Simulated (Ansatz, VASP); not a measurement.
Two plane-wave programs on Ta

INCAR

```
SYSTEM = Ta
  ALGO = Fast
  EDIFF = 1E-7
  ENCUT = 520
  GGA = PE
  ISIF = 2
  ISMEAR = 0
  LASPH = .True.
  LCHARG = .False.
  LREAL = .False.
  LWAVE = .False.
  NBANDS = 12
  NELM = 80
  PREC = Accurate
  SIGMA = 0.15
```

The input KPOINTS:

```
k-points
0
Gamma
  22 22 22
  0 0 0
```

Contents of POSCAR:

```
Ta
1.0
   -1.7432021208      1.7432021208      1.4817218027
    1.7432021208     -1.7432021208      1.4817218027
    1.7432021208      1.7432021208     -1.4817218027
Ta
1
Direct
    0.0000000000      0.0000000000      0.0000000000
```

Input for Ansatz:

```yaml
crystal:
  lattice:
    - [-1.7432021208, 1.7432021208, 1.4817218027]
    - [1.7432021208, -1.7432021208, 1.4817218027]
    - [1.7432021208, 1.7432021208, -1.4817218027]
  atoms:
    - { symbol: Ta, position: [0.0, 0.0, 0.0] }
basis:
  ecutwfc: 420
kpoints:
  mp_grid: { grid: [22, 22, 22] }
hamiltonian:
  xc: pbe
scf:
  occupations: { method: gaussian, width: 0.15 }
output:
  forces: true
  stress: true
  eigenvalues: true
```

Alike in both runs: task single point; functional PBE; k mesh 22 × 22 × 22; occupations gaussian, width 0.15 eV; no spin polarisation.

|  | VASP | Ansatz |
| --- | --- | --- |
| version | VASP 6.6.1 | Ansatz 0.2.0 |
| potentials or method | VASP PAW PBE potentials, release 64 (Ta_pv), cutoff 520 eV | scalar-relativistic, plane waves, PAW |
| valence electrons in the cell | 11 | 13 |

|  | VASP | Ansatz | Ansatz less VASP |
| --- | --- | --- | --- |
| gap on the k mesh at the Fermi level (eV) | none | none | - |
| pressure (GPa) | 5.6 | 5.5 | -0.12 |
| traceless stress, the component that is largest in VASP (GPa) | 8.78 | 8.83 | +0.051 |

A gap of «none» marks a metal or a gap that the smearing closes. With one functional, cell and mesh, what is left measures potentials, basis and numerics. VASP's potentials hold 11 valence electrons a cell and Ansatz's 13, so a difference there can come from the potentials and not from the codes.

Spin-orbit coupling is off throughout.
